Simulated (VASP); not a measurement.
Input of a VASP 6.6.1 run:

INCAR

```
SYSTEM = AlRu
PREC = Accurate
ENCUT = 600
EDIFF = 1E-7
ISMEAR = 0
SIGMA = 0.1
LREAL = .FALSE.
LASPH = .TRUE.
NELM = 80
ALGO = Normal
ISIF = 3
LWAVE = .FALSE.
LCHARG = .FALSE.
GGA = PE
IBRION = 2
NSW = 100
EDIFFG = -0.005
```

File KPOINTS:

```
Automatic mesh
0
G
  14 14 14
  0 0 0
```

File POSCAR:

```
AlRu
1.0
    3.0260840301      0.0000000000      0.0000000000
    0.0000000000      3.0260840301      0.0000000000
    0.0000000000      0.0000000000      3.0260840301
Al Ru
1 1
Direct
    0.0000000000      0.0000000000      0.0000000000
    0.5000000000      0.5000000000      0.5000000000
```

Potentials or basis: VASP PAW PBE potentials, release 64 (Al, Ru_pv).

Run with:

```sh
$ cat potpaw_PBE.64/Al/POTCAR potpaw_PBE.64/Ru_pv/POTCAR > POTCAR
$ mpirun -np 1 vasp_std > vasp.out
```

Task: Predict the relaxed volume.

Result: 13.55 Å³/atom.

Task: What does it give for the space group after relaxing (to 0.05 Å)?

Result: Pm-3m (No. 221).

Final structure:
```
Al Ru
1.0
     3.00388    0.00000    0.00000
     0.00000    3.00388    0.00000
     0.00000    0.00000    3.00388
Al Ru
1 1
Direct
  0.00000 0.00000 0.00000
  0.50000 0.50000 0.50000
```
